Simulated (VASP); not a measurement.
# ZnCu2SnS4 (I-4) in VASP: single point with PBE

Aim: the single point of ZnCu2SnS4 with PBE.

Program: VASP 6.6.1. These are calculated values, not measurements. Logs are shortened: lines on timing, memory, paths and dates and some standing lists are left out, and cuts for length are marked.

## Step 1: The cell of the first run

It takes space group I-4 (No. 82, tetragonal). The conventional cell has a = 5.469 Å, b = 5.469 Å, c = 10.931 Å, α = 90.00°, β = 90.00°, γ = 90.00°. Zn (site symmetry -4) has 4 S at 2.37 Å within 3.1 Å. Cu (site symmetry -4) has 4 S at 2.32 Å within 3.1 Å. Cu (site symmetry -4) has 4 S at 2.32 Å within 3.1 Å. Within 3.3 Å of Sn (site symmetry -4) lie 4 S at 2.47 Å. Within 3.1 Å of S (site symmetry 1) lie 2 Cu at 2.32 Å and 1 Zn at 2.37 Å and 1 Sn at 2.47 Å.

## Step 2: Single point, PBE

Contents of INCAR:

```
SYSTEM = ZnCu2SnS4
  ALGO = Normal
  EDIFF = 1E-6
  ENCUT = 520
  GGA = PE
  ISIF = 2
  ISMEAR = 0
  LASPH = .True.
  LCHARG = .False.
  LREAL = .False.
  LWAVE = .False.
  NBANDS = 46
  NELM = 100
  PREC = Accurate
  SIGMA = 0.05
```

Contents of KPOINTS:

```
k-points
0
Gamma
  6 6 6
  0 0 0
```

Contents of POSCAR:

```
ZnCu2SnS4
1.0
   -2.7342915624      2.7342915624      5.4655764439
    2.7342915624     -2.7342915624      5.4655764439
    2.7342915624      2.7342915624     -5.4655764439
Zn Cu Sn S
1 2 1 4
Direct
    0.2500000000      0.7500000000      0.5000000000
    0.0000000000      0.0000000000      0.0000000000
    0.7500000000      0.2500000000      0.5000000000
    0.5000000000      0.5000000000      0.0000000000
    0.3710838049      0.8956224749      1.0079153184
    0.1043775251      0.1122928436      0.4754613300
    0.8877071564      0.3631684865     -0.0079153184
    0.6368315135      0.6289161951      0.5245386700
```

Potentials or basis: VASP PAW PBE potentials, release 64 (Zn, Cu, Sn_d, S).

Command:

```bash
cat potpaw_PBE.64/Zn/POTCAR potpaw_PBE.64/Cu/POTCAR potpaw_PBE.64/Sn_d/POTCAR potpaw_PBE.64/S/POTCAR > POTCAR
mpirun -np 1 vasp_std > vasp.out
```

OUTCAR:

```text
SYSTEM = ZnCu2SnS4
   EDIFF = 1E-6
   ENCUT = 520
   GGA = PE
   ISIF = 2
   ISMEAR = 0
   LASPH = .True.
   LREAL = .False.
   NELM = 100
   PREC = Accurate

 ion  position               nearest neighbor table
   1  0.250  0.750  0.500-   5 2.37   8 2.37   7 2.37   6 2.37
   2  0.000  0.000  0.000-   6 2.32   7 2.32   8 2.32   5 2.32
   3  0.750  0.250  0.500-   6 2.32   5 2.32   8 2.32   7 2.32
   4  0.500  0.500  0.000-   7 2.47   6 2.47   8 2.47   5 2.47
   5  0.371  0.896  0.008-   3 2.32   2 2.32   1 2.37   4 2.47
   6  0.104  0.112  0.475-   3 2.32   2 2.32   1 2.37   4 2.47
   7  0.888  0.363  0.992-   3 2.32   2 2.32   1 2.37   4 2.47
   8  0.637  0.629  0.525-   3 2.32   2 2.32   1 2.37   4 2.47

  LATTYP: Found a body centered tetragonal cell.
 ALAT       =     5.4685831248
 C/A-ratio  =     1.9989003803

  Lattice vectors:

 A1 = (  -2.7342915624,   2.7342915624,   5.4655764439)
 A2 = (   2.7342915624,  -2.7342915624,   5.4655764439)
 A3 = (   2.7342915624,   2.7342915624,  -5.4655764439)

Analysis of symmetry for initial positions (statically):
=====================================================================
 Subroutine PRICEL returns:
 Original cell was already a primitive cell.

 Routine SETGRP: Setting up the symmetry group for a
 body centered tetragonal supercell.

 Subroutine GETGRP returns: Found  4 space group operations
 (whereof  4 operations were pure point group operations)
 out of a pool of 16 trial point group operations.

The static configuration has the point symmetry S_4 .

Analysis of symmetry for dynamics (positions and initial velocities):
=====================================================================
 Subroutine PRICEL returns:
 Original cell was already a primitive cell.

 Routine SETGRP: Setting up the symmetry group for a
 body centered tetragonal supercell.

 Subroutine GETGRP returns: Found  4 space group operations
 (whereof  4 operations were pure point group operations)
 out of a pool of 16 trial point group operations.

The dynamic configuration has the point symmetry S_4 .

 Subroutine INISYM returns: Found  4 space group operations
 (whereof  4 operations are pure point group operations),
 and found     1 'primitive' translations

----------------------------------------------------------------------------------------

                                     Primitive cell

  volume of cell :     163.4503

  direct lattice vectors                    reciprocal lattice vectors
    -2.734291562  2.734291562  5.465576444     0.000000000  0.182862723  0.091481659
     2.734291562 -2.734291562  5.465576444     0.182862723  0.000000000  0.091481659
     2.734291562  2.734291562 -5.465576444     0.182862723  0.182862723  0.000000000

  length of vectors
     6.695164416  6.695164416  6.695164416     0.204469238  0.204469238  0.258606943

  position of ions in fractional coordinates (direct lattice)
     0.250000000  0.750000000  0.500000000
     0.000000000  0.000000000  0.000000000
     0.750000000  0.250000000  0.500000000
     0.500000000  0.500000000  0.000000000
     0.371083805  0.895622475  0.007915318
     0.104377525  0.112292844  0.475461330
     0.887707156  0.363168487  0.992084682
     0.636831513  0.628916195  0.524538670

  ion indices of the primitive-cell ions
   primitive index   ion index
                 1           1
                 2           2
                 3           3
                 4           4
                 5           5
                 6           6
                 7           7
                 8           8

----------------------------------------------------------------------------------------

 KPOINTS: k-points

Automatic generation of k-mesh.
 Grid dimensions read from file:
 generate k-points for:    6    6    6

 Generating k-lattice:

  Cartesian coordinates                     Fractional coordinates (reciprocal lattice)
     0.000000000  0.030477120  0.015246943     0.166666667  0.000000000  0.000000000
     0.030477120  0.000000000  0.015246943     0.000000000  0.166666667  0.000000000
     0.030477120  0.030477120  0.000000000     0.000000000  0.000000000  0.166666667

  Length of vectors
     0.034078206  0.034078206  0.043101157

  Shift w.r.t. Gamma in fractional coordinates (k-lattice)
     0.000000000  0.000000000  0.000000000

 Subroutine IBZKPT returns following result:
 ===========================================

 Found     36 irreducible k-points:

 Following reciprocal coordinates:
            Coordinates               Weight
  0.000000  0.000000  0.000000      1.000000
  0.166667  0.000000 -0.000000      8.000000
  0.333333  0.000000 -0.000000      8.000000
  0.500000  0.000000  0.000000      4.000000
  0.166667  0.166667  0.000000      8.000000
  0.333333  0.166667 -0.000000      8.000000
[... 16 lines left out ...]
  0.333333 -0.333333  0.166667      4.000000
 -0.166667  0.333333  0.166667      8.000000
 [... further k-points ...]
   k-points           NKPTS =     36   k-points in BZ     NKDIM =     36   number of bands    NBANDS=     46
   number of dos      NEDOS =    301   number of ions     NIONS =      8
   total plane-waves  NPLWV = 125000
   dimension x,y,z NGX =    50 NGY =   50 NGZ =   50
   dimension x,y,z NGXF=   100 NGYF=  100 NGZF=  100
   ions per type =               1   2   1   4
   NGX,Y,Z   is equivalent  to a cutoff of  12.42, 12.42, 12.42 a.u.
   NGXF,Y,Z  is equivalent  to a cutoff of  24.83, 24.83, 24.83 a.u.
 SYSTEM =  ZnCu2SnS4
   PREC   = accura    normal or accurate (medium, high low for compatibility)
   ISTART =      0    job   : 0-new  1-cont  2-samecut
   ICHARG =      2    charge: 1-file 2-atom 10-const
   ISPIN  =      1    spin polarized calculation?
   LNONCOLLINEAR =      F non collinear calculations
   LSORBIT =      F    spin-orbit coupling
   LASPH  =      T    aspherical Exc in radial PAW
   ENCUT  =  520.0 eV  38.22 Ry    6.18 a.u.  12.45 12.45 12.45*2*pi/ulx,y,z
   NELM   =    100;   NELMIN=  2; NELMDL= -5     # of ELM steps
   EDIFF  = 0.1E-05   stopping-criterion for ELM
   LREAL  =      F    real-space projection
   EDIFFG = 0.1E-04   stopping-criterion for IOM
   NSW    =      0    number of steps for IOM
   IBRION =     -1    ionic relax: 0-MD 1-quasi-New 2-CG
   NFREE  =      0    steps in history (QN), initial steepest desc. (CG)
   ISIF   =      2    stress and relaxation
   ISYM   =      2    0-nonsym 1-usesym 2-fastsym
   POTIM  = 0.5000    time-step for ionic-motion
   TEBEG  =    0.0;   TEEND  =   0.0 temperature during run
   PSTRESS=    0.0 pullay stress
   NELECT =      72.0000    total number of electrons
   NUPDOWN=      -1.0000    fix difference up-down
   EMIN   =  10.00;   EMAX   =-10.00  energy-range for DOS
   EFERMI =   0.00;   METHOD = LEGACY
   ISMEAR =     0;   SIGMA  =   0.05  broadening in eV -4-tet -1-fermi 0-gaus
   EFERMI_NEDOS =   21; number of points for ismear=-14 and -15
   IALGO  =     38    algorithm
   IMIX   =      4    mixing-type and parameters
     AMIX     =   0.40;   BMIX     =  1.00
     AMIX_MAG =   1.60;   BMIX_MAG =  1.00
  volume/ion in A,a.u.               =      20.43       137.88
  Fermi-wavevector in a.u.,A,eV,Ry     =   1.245634  2.353907 21.110855  1.551604
  Thomas-Fermi vector in A             =   2.379847
   LORBIT       =      0    0 simple, 1 ext, 2 COOP (PROOUT), +10 PAW based schemes
   GGA     = PE    functional components
   LHFCALC =     F    Hartree Fock is set to
   AEXX    =    0.0000 exact exchange contribution
   IVDW    =     0    specifies the selected vdW correction
   LEPSILON=     F    determine dielectric tensor
   LRPA    =     F    only Hartree local field effects (RPA)
 non-spin polarized calculation
 Gauss-broadening in eV      SIGMA  =   0.05
  energy-cutoff  :      520.00
  volume of cell :      163.45
 maximum number of plane-waves:      4432
 NGX is ok and might be reduce to    50
   NGX = 25   NGY = 25   NGZ = 25

 number of electron      72.0000034 magnetization

 Free energy of the ion-electron system (eV)
  ---------------------------------------------------
  ext. energy  EPLUGINS =         0.00000000
  ---------------------------------------------------
  free energy    TOTEN  =       -32.59798806 eV

  energy without entropy =      -32.59782701  energy(sigma->0) =      -32.59790753

 E-fermi :   4.7276     XC(G=0):  -9.6954

 val. band max:        4.6910830458   @ k =   0.0000   0.0000   0.0000
 cond. band min:       4.7633004537   @ k =   0.0000   0.0000   0.0000
 fundamental gap:      0.0722174079
 Fermi energy:         4.7276316825

 k-point     1 :       0.0000    0.0000    0.0000
  band No.  band energies     occupation
      1     -17.5605      2.00000
      2     -17.5568      2.00000
      3     -17.5568      2.00000
      4     -17.4904      2.00000
      5     -17.4858      2.00000
      6      -9.6873      2.00000
[... 38 lines left out ...]
     45       9.9823      0.00000
     46      10.3094      0.00000

 k-point     2 :       0.1667    0.0000   -0.0000
  band No.  band energies     occupation
      1     -17.5606      2.00000
      2     -17.5569      2.00000
      3     -17.5568      2.00000
      4     -17.4903      2.00000
      5     -17.4857      2.00000
      6      -9.5972      2.00000
[... 38 lines left out ...]
     45      10.0432      0.00000
     46      10.3296      0.00000

 k-point     3 :       0.3333    0.0000   -0.0000
  band No.  band energies     occupation
      1     -17.5608      2.00000
      2     -17.5571      2.00000
      3     -17.5567      2.00000
      4     -17.4901      2.00000
      5     -17.4856      2.00000
      6      -9.3514      2.00000
[... 1018 lines left out ...]
     45      10.5114      0.00000
     46      10.7238      0.00000

 k-point    24 :      -0.1667    0.3333    0.1667
  band No.  band energies     occupation
      1     -17.5609      2.00000
      2     -17.5572      2.00000
      3     -17.5567      2.00000
      4     -17.4899      2.00000
      5     -17.4855      2.00000
      6      -9.1296      2.00000
[... 38 lines left out ...]
     45      10.5414      0.00000
     46      10.8368      0.00000

 [... further k-points ...]

------------------------ aborting loop because EDIFF is reached ----------------------------------------

  FORCE on cell =-STRESS in cart. coord.  units (eV):
  Direction    XX          YY          ZZ          XY          YZ          ZX
  --------------------------------------------------------------------------------------
  -------------------------------------------------------------------------------------
  Total        0.0756685      0.0756685      0.0977908      0.0000001      0.0000000     -0.0000000
  in kB        0.7417198      0.7417198      0.9585682      0.0000007      0.0000000     -0.0000000
  external PRESSURE =       0.8140026 kB  Pullay stress =       0.0000000 kB

 VOLUME and BASIS-vectors are now :
 -----------------------------------------------------------------------------
  energy-cutoff  :      520.00
  volume of cell :      163.45
      direct lattice vectors                 reciprocal lattice vectors
    -2.734291562  2.734291562  5.465576444     0.000000000  0.182862723  0.091481659
     2.734291562 -2.734291562  5.465576444     0.182862723  0.000000000  0.091481659
     2.734291562  2.734291562 -5.465576444     0.182862723  0.182862723  0.000000000

 POSITION                                       TOTAL-FORCE (eV/Angst)
 -----------------------------------------------------------------------------------
      2.73429     -0.00000      2.73279         0.000000     -0.000000      0.000000
      0.00000      0.00000      0.00000         0.000000     -0.000000     -0.000000
     -0.00000      2.73429      2.73279         0.000000     -0.000000     -0.000000
      0.00000      0.00000      5.46558         0.000000     -0.000000      0.000000
      1.45588     -1.41260      6.88002        -0.026176      0.016057     -0.016750
      1.32169      1.27841     -1.41444         0.016057      0.026176      0.016750
      1.27841      4.14689      1.41444         0.026176     -0.016057     -0.016750
      1.41260      1.45588      4.05113        -0.016057     -0.026176      0.016750
 -----------------------------------------------------------------------------------
    total drift:                                0.000015      0.000015      0.000018

  FREE ENERGIE OF THE ION-ELECTRON SYSTEM (eV)
  ---------------------------------------------------
  free  energy   TOTEN  =       -32.5979880557 eV

  energy  without entropy=      -32.5978270060  energy(sigma->0) =      -32.59790753
```

Wall time 8.8 min (1 thread of AMD EPYC 7R13 (Zen 3), shared host); peak memory 0.49 GiB.

What came out:

- Free energy: -32.5980 eV
- Pressure: 0.1 GPa
- Largest force: 0.035 eV/Å
- Band gap on the k mesh: 0.07 eV

Forces on the atoms (eV/Å):
```
Zn   0.000  0.000  0.000
Cu   0.000  0.000  0.000
Cu   0.000  0.000  0.000
Sn   0.000  0.000  0.000
S   -0.026  0.016 -0.017
S    0.016  0.026  0.017
S    0.026 -0.016 -0.017
S   -0.016 -0.026  0.017
```

Caveat: semilocal functionals underestimate gaps, and a narrow one can read as zero; spin-orbit coupling is left out, which moves the levels of the heavy elements.
